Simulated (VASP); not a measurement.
As, 2 atoms in the cell. The structure is cubic, space group Fd-3m (No. 227). Conventional cell: a = 4.391 Å, b = 4.391 Å, c = 4.391 Å, α = 90.00°, β = 90.00°, γ = 90.00°. Within 2.5 Å of As (site symmetry -43m) lie 4 As at 1.90 Å.  This cell differs from its parent crystal: volume scaled by 0.4.

- Program: VASP 6.6.1
- Task: single point
- Functional: LDA
- Potentials or basis: VASP PAW LDA potentials, release 64 (As)
- Cutoff: 520 eV
- k mesh: 13 × 13 × 13
- Occupations: fermi-dirac, width 0.05 eV
- Spin: no spin polarisation
- Dipole correction: no
- Further INCAR settings: ALGO = Normal; EDIFF = 1e-06; NBANDS = 12

Potentials or basis: VASP PAW LDA potentials, release 64 (As).

The run is started by

```console
$ cat potpaw_LDA.64/As/POTCAR > POTCAR
$ mpirun -np 1 vasp_std > vasp.out
```

Hardware: 1 thread of Intel(R) Xeon(R) Platinum 8375C CPU @ 2.90GHz (Ice Lake) (shared host).

Problem. Estimate the wall time of this run.

Solution. It took 8.9 s on 1 thread of Intel(R) Xeon(R) Platinum 8375C CPU @ 2.90GHz (Ice Lake), on a shared host, peak memory 0.13 GiB. Counts: scf iterations 11, k points 84.
